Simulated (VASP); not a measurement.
Wanted: the native input for a VASP 6.6.1 run.

| Item | Value |
| --- | --- |
| Task | single point |
| Functional | PBE |
| Potentials or basis | VASP PAW PBE potentials, release 64 (K_sv, Cl) |
| Cutoff | 520 eV |
| k mesh | 12 × 12 × 4 |
| Occupations | fermi-dirac, width 0.02 eV |
| Spin | no spin polarisation |
| Dipole correction | no |
| Further INCAR settings | ALGO = Normal; EDIFF = 1e-06; NBANDS = 24 |

The structure of KCl lies in POSCAR:

```
KCl
1.0
    4.3400788661     -0.0236534298      0.0000000000
   -2.1905239042      3.7704452674      0.0000000000
    0.0000000000      0.0000000000      7.6359739997
K Cl
2 2
Direct
    0.0000000000      0.0000000000      0.0000000000
    0.0000000000      0.0000000000      0.5000000000
    0.3309277438      0.6666277653      0.2500000000
    0.6690722562      0.3333722347      0.7500000000
```

This cell differs from its parent crystal: shear xy strain -1.1%.

One way to write it, as run:

INCAR

```
SYSTEM = KCl
  ALGO = Normal
  EDIFF = 1E-6
  ENCUT = 520
  GGA = PE
  ISIF = 2
  ISMEAR = -1
  LASPH = .TRUE.
  LCHARG = .FALSE.
  LREAL = .FALSE.
  LWAVE = .FALSE.
  NBANDS = 24
  NELM = 100
  PREC = Accurate
  SIGMA = 0.02
```

KPOINTS

```
k-points
0
G
  12 12 4
  0 0 0
```

Potentials or basis: VASP PAW PBE potentials, release 64 (K_sv, Cl).

Command:

```bash
$ cat potpaw_PBE.64/K_sv/POTCAR potpaw_PBE.64/Cl/POTCAR > POTCAR
$ mpirun -np 1 vasp_std > vasp.out
```

It gave:

```yaml
Pressure: 0.8 GPa
Band_gap_on_the_k_mesh: 5.11 eV, direct
```

Caveat: the cell differs from its parent crystal (shear xy strain -1.1%).

Run time: 8.9 min on 1 thread of Intel(R) Xeon(R) Platinum 8259CL CPU @ 2.50GHz (Skylake/Cascade Lake), with other jobs on the host, peak memory 0.62 GiB.
